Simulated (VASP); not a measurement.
# I (Fmmm) in VASP: relaxation of cell and atoms with PBE

Aim: the relaxation of cell and atoms of I with PBE.

Program: VASP 6.6.1. These are calculated values, not measurements. Logs are shortened: lines on timing, memory, paths and dates and some standing lists are left out, and cuts for length are marked.

## (1) The cell of the first run

Symmetry: Fmmm, No. 69, orthorhombic system. Conventional cell: a = 4.343 Å, b = 9.326 Å, c = 10.919 Å, α = 90.00°, β = 90.00°, γ = 90.00°. I (site symmetry mm2) has 3 I at 2.82 to 3.42 Å within 3.7 Å.

## (2) Relaxation of cell and atoms, PBE

Input file INCAR:

```
PREC     = Accurate       # precision mode
ENCUT    = 600            # plane-wave cutoff, eV
EDIFF    = 1E-6           # SCF threshold, eV
ISMEAR   = 0              # smearing method
SIGMA    = 0.01           # smearing width, eV
LREAL    = False          # projectors in reciprocal space
LASPH    = True           # aspherical terms in the spheres
NELM     = 80             # most SCF steps
ALGO     = Normal         # electronic algorithm
ISIF     = 3              # what is computed and relaxed
LWAVE    = False          # write WAVECAR
LCHARG   = False          # write CHGCAR
GGA      = PE             # functional
IBRION   = 2              # ionic algorithm
NSW      = 100            # ionic steps
EDIFFG   = -0.01          # ionic threshold
```

Input file KPOINTS:

```
Automatic mesh
0
Gamma
  10 10 10
```

Input file POSCAR:

```
I
1.0
    0.0000000000      4.6631921506      5.4594873882
    2.1714795622      0.0000000000      5.4594873882
    2.1714795622      4.6631921506      0.0000000000
I
2
Direct
    0.3708942566      0.3708942566      0.6291057434
    0.6291057434      0.6291057434      0.3708942566
```

Potentials or basis: VASP PAW PBE potentials, release 64 (I).

Launch:

```sh
> cat potpaw_PBE.64/I/POTCAR > POTCAR
> mpirun -np 1 vasp_std > vasp.out
```

OUTCAR:

```text
PREC = Accurate
   ENCUT = 600
   EDIFF = 1E-6
   ISMEAR = 0
   LREAL = False
   LASPH = True
   NELM = 80
   ISIF = 3
   GGA = PE
   IBRION = 2
   NSW = 100
   EDIFFG = -0.01

 ion  position               nearest neighbor table
   1  0.371  0.371  0.629-   2 2.82   2 3.42   2 3.42
   2  0.629  0.629  0.371-   1 2.82   1 3.42   1 3.42

  LATTYP: Found a face centered orthorhombic cell.
 ALAT       =     4.3429591244
 B/A-ratio  =     2.1474722727
 C/A-ratio  =     2.5141785736

  Lattice vectors:

 A1 = (   0.0000000000,   4.6631921506,   5.4594873882)
 A2 = (   2.1714795622,   0.0000000000,   5.4594873882)
 A3 = (   2.1714795622,   4.6631921506,   0.0000000000)

Analysis of symmetry for initial positions (statically):
=====================================================================
 Subroutine PRICEL returns:
 Original cell was already a primitive cell.

 Routine SETGRP: Setting up the symmetry group for a
 face centered orthorhombic supercell.

 Subroutine GETGRP returns: Found  8 space group operations
 (whereof  8 operations were pure point group operations)
 out of a pool of  8 trial point group operations.

The static configuration has the point symmetry D_2h.

Analysis of symmetry for dynamics (positions and initial velocities):
=====================================================================
 Subroutine PRICEL returns:
 Original cell was already a primitive cell.

 Routine SETGRP: Setting up the symmetry group for a
 face centered orthorhombic supercell.

 Subroutine GETGRP returns: Found  8 space group operations
 (whereof  8 operations were pure point group operations)
 out of a pool of  8 trial point group operations.

The dynamic configuration has the point symmetry D_2h.

 Subroutine INISYM returns: Found  8 space group operations
 (whereof  8 operations are pure point group operations),
 and found     1 'primitive' translations

----------------------------------------------------------------------------------------

                                     Primitive cell

  volume of cell :     110.5658

  direct lattice vectors                    reciprocal lattice vectors
     0.000000000  4.663192151  5.459487388    -0.230257751  0.107222689  0.091583690
     2.171479562  0.000000000  5.459487388     0.230257751 -0.107222689  0.091583690
     2.171479562  4.663192151  0.000000000     0.230257751  0.107222689 -0.091583690

  length of vectors
     7.179927825  5.875485174  5.143994996     0.270005387  0.270005387  0.270005387

  position of ions in fractional coordinates (direct lattice)
     0.370894257  0.370894257  0.629105743
     0.629105743  0.629105743  0.370894257

  ion indices of the primitive-cell ions
   primitive index   ion index
                 1           1
                 2           2

----------------------------------------------------------------------------------------

 KPOINTS: Automatic mesh

Automatic generation of k-mesh.
 Grid dimensions read from file:
 generate k-points for:   10   10   10

 Generating k-lattice:

  Cartesian coordinates                     Fractional coordinates (reciprocal lattice)
    -0.023025775  0.010722269  0.009158369     0.100000000 -0.000000000 -0.000000000
     0.023025775 -0.010722269  0.009158369     0.000000000  0.100000000  0.000000000
     0.023025775  0.010722269 -0.009158369     0.000000000  0.000000000  0.100000000

  Length of vectors
     0.027000539  0.027000539  0.027000539

  Shift w.r.t. Gamma in fractional coordinates (k-lattice)
     0.000000000  0.000000000  0.000000000

 Subroutine IBZKPT returns following result:
 ===========================================

 Found    171 irreducible k-points:

 Following reciprocal coordinates:
            Coordinates               Weight
  0.000000  0.000000  0.000000      1.000000
  0.100000 -0.000000  0.000000      8.000000
  0.200000 -0.000000  0.000000      8.000000
  0.300000 -0.000000 -0.000000      8.000000
  0.400000  0.000000  0.000000      8.000000
  0.500000 -0.000000 -0.000000      4.000000
[... 16 lines left out ...]
  0.300000  0.300000  0.000000      2.000000
  0.400000  0.300000 -0.000000      8.000000
 [... further k-points ...]
   k-points           NKPTS =    171   k-points in BZ     NKDIM =    171   number of bands    NBANDS=     11
   number of dos      NEDOS =    301   number of ions     NIONS =      2
   total plane-waves  NPLWV = 120960
   dimension x,y,z NGX =    60 NGY =   48 NGZ =   42
   dimension x,y,z NGXF=   120 NGYF=   96 NGZF=   84
   ions per type =               2
   NGX,Y,Z   is equivalent  to a cutoff of  13.89, 13.58, 13.57 a.u.
   NGXF,Y,Z  is equivalent  to a cutoff of  27.79, 27.16, 27.15 a.u.
 SYSTEM =  unknown system
   PREC   = accura    normal or accurate (medium, high low for compatibility)
   ISTART =      0    job   : 0-new  1-cont  2-samecut
   ICHARG =      2    charge: 1-file 2-atom 10-const
   ISPIN  =      1    spin polarized calculation?
   LNONCOLLINEAR =      F non collinear calculations
   LSORBIT =      F    spin-orbit coupling
   LASPH  =      T    aspherical Exc in radial PAW
   ENCUT  =  600.0 eV  44.10 Ry    6.64 a.u.  14.34 11.73 10.27*2*pi/ulx,y,z
   NELM   =     80;   NELMIN=  2; NELMDL= -5     # of ELM steps
   EDIFF  = 0.1E-05   stopping-criterion for ELM
   LREAL  =      F    real-space projection
   EDIFFG = -.1E-01   stopping-criterion for IOM
   NSW    =    100    number of steps for IOM
   IBRION =      2    ionic relax: 0-MD 1-quasi-New 2-CG
   NFREE  =      1    steps in history (QN), initial steepest desc. (CG)
   ISIF   =      3    stress and relaxation
   ISYM   =      2    0-nonsym 1-usesym 2-fastsym
   POTIM  = 0.5000    time-step for ionic-motion
   TEBEG  =    0.0;   TEEND  =   0.0 temperature during run
   PSTRESS=    0.0 pullay stress
   NELECT =      14.0000    total number of electrons
   NUPDOWN=      -1.0000    fix difference up-down
   EMIN   =  10.00;   EMAX   =-10.00  energy-range for DOS
   EFERMI =   0.00;   METHOD = LEGACY
   ISMEAR =     0;   SIGMA  =   0.01  broadening in eV -4-tet -1-fermi 0-gaus
   EFERMI_NEDOS =   21; number of points for ismear=-14 and -15
   IALGO  =     38    algorithm
   IMIX   =      4    mixing-type and parameters
     AMIX     =   0.40;   BMIX     =  1.00
     AMIX_MAG =   1.60;   BMIX_MAG =  1.00
  volume/ion in A,a.u.               =      55.28       373.07
  Fermi-wavevector in a.u.,A,eV,Ry     =   0.822073  1.553493  9.194878  0.675804
  Thomas-Fermi vector in A             =   1.933344
   LORBIT       =      0    0 simple, 1 ext, 2 COOP (PROOUT), +10 PAW based schemes
   GGA     = PE    functional components
   LHFCALC =     F    Hartree Fock is set to
   AEXX    =    0.0000 exact exchange contribution
   IVDW    =     0    specifies the selected vdW correction
   LEPSILON=     F    determine dielectric tensor
   LRPA    =     F    only Hartree local field effects (RPA)
 conjugate gradient relaxation of ions
 non-spin polarized calculation
 Gauss-broadening in eV      SIGMA  =   0.01
  energy-cutoff  :      600.00
  volume of cell :      110.57
 maximum number of plane-waves:      3716
 NGX is ok and might be reduce to    60
   NGX = 29   NGY = 23   NGZ = 21

--------------------------------------- Ionic step        1  -------------------------------------------

 number of electron      14.0000000 magnetization

 Free energy of the ion-electron system (eV)
  ---------------------------------------------------
  ext. energy  EPLUGINS =         0.00000000
  ---------------------------------------------------
  free energy    TOTEN  =        -2.91913560 eV

  energy without entropy =       -2.91913560  energy(sigma->0) =       -2.91913560

------------------------ aborting loop because EDIFF is reached ----------------------------------------

  FORCE on cell =-STRESS in cart. coord.  units (eV):
  Direction    XX          YY          ZZ          XY          YZ          ZX
  --------------------------------------------------------------------------------------
  -------------------------------------------------------------------------------------
  Total       -0.0019355      0.0107101     -0.0568488      0.0000000      0.0000000      0.0000000
  in kB       -0.0280464      0.1551976     -0.8237790      0.0000000      0.0000000      0.0000000
  external PRESSURE =      -0.2322093 kB  Pullay stress =       0.0000000 kB
[... 57 lines left out ...]
  energy  without entropy=       -2.9191442702  energy(sigma->0) =       -2.91914427

--------------------------------------- Ionic step        3  -------------------------------------------

 number of electron      14.0000000 magnetization

 Free energy of the ion-electron system (eV)
  ---------------------------------------------------
  ext. energy  EPLUGINS =         0.00000000
  ---------------------------------------------------
  free energy    TOTEN  =        -2.91916652 eV

  energy without entropy =       -2.91916652  energy(sigma->0) =       -2.91916652

 E-fermi :   0.8453     XC(G=0):  -6.7864

 val. band max:        0.7709330394   @ k =  -0.1000   0.4000   0.5000
 cond. band min:       0.9673795330   @ k =  -0.1000   0.4000   0.5000
 fundamental gap:      0.1964464936
 Fermi energy:         0.8452767365

 k-point     1 :       0.0000    0.0000    0.0000
  band No.  band energies     occupation
      1     -12.5994      2.00000
      2     -10.1271      2.00000
      3      -4.1499      2.00000
      4      -1.4494      2.00000
      5      -0.5415      2.00000
      6      -0.3239      2.00000
      7       0.5400      2.00000
      8       2.7149      0.00000
      9       4.9892      0.00000
     10       7.5935      0.00000
     11       8.2455      0.00000
[... 309 lines left out ...]
 k-point    24 :       0.4000    0.3000   -0.0000
  band No.  band energies     occupation
      1     -12.1853      2.00000
      2     -10.9316      2.00000
      3      -2.6215      2.00000
      4      -1.4686      2.00000
      5      -1.0796      2.00000
      6      -0.1012      2.00000
      7       0.6704      2.00000
      8       1.2452      0.00000
      9       5.5336      0.00000
     10       6.6689      0.00000
     11       8.0240      0.00000

 [... further k-points ...]
[... 5 lines left out ...]
  --------------------------------------------------------------------------------------
  -------------------------------------------------------------------------------------
  Total        0.0057603      0.0099714      0.0081761     -0.0000000      0.0000000      0.0000000
  in kB        0.0835224      0.1445803      0.1185495     -0.0000000      0.0000000      0.0000000
  external PRESSURE =       0.1155507 kB  Pullay stress =       0.0000000 kB
[... 17 lines left out ...]
  FREE ENERGIE OF THE ION-ELECTRON SYSTEM (eV)
  ---------------------------------------------------
  free  energy   TOTEN  =        -2.9191665242 eV

  energy  without entropy=       -2.9191665242  energy(sigma->0) =       -2.91916652

 reached required accuracy - stopping structural energy minimisation
```

Run time: 20 min. Hardware: 1 thread of Intel Xeon 8259CL, shared host; peak memory 0.5 GiB.

What came out:

```yaml
Free_energy: -2.9192 eV
Relaxed_volume: 55.25 Å³/atom
Relaxed_cell: a = 7.177 Å, b = 5.872 Å, c = 5.145 Å, α = 81.02°, β = 53.91°, γ = 45.07°
Space_group_after_relaxing_to_0.1_Å: Fmmm (No. 69)
Energy_gained_by_relaxing: 0.0 meV/atom
Ionic_steps: 3
Pressure_after_relaxing: 0.0 GPa
Largest_force_after_relaxing: 0.005 eV/Å
Band_gap_on_the_k_mesh: 0.20 eV
```

Forces in eV/Å, atoms in the order of the input:
```
I    0.000  0.000  0.005
I    0.000  0.000 -0.005
```

Final structure:
```
CELL_PARAMETERS angstrom
0.00000 4.66383 5.45555
2.17143 0.00000 5.45555
2.17143 4.66383 0.00000
ATOMIC_POSITIONS crystal
I 0.37094 0.37094 0.62906
I 0.62906 0.62906 0.37094
```

Caveat: spin-orbit coupling is left out, which moves the levels of the heavy elements. A k mesh can miss the band edges.
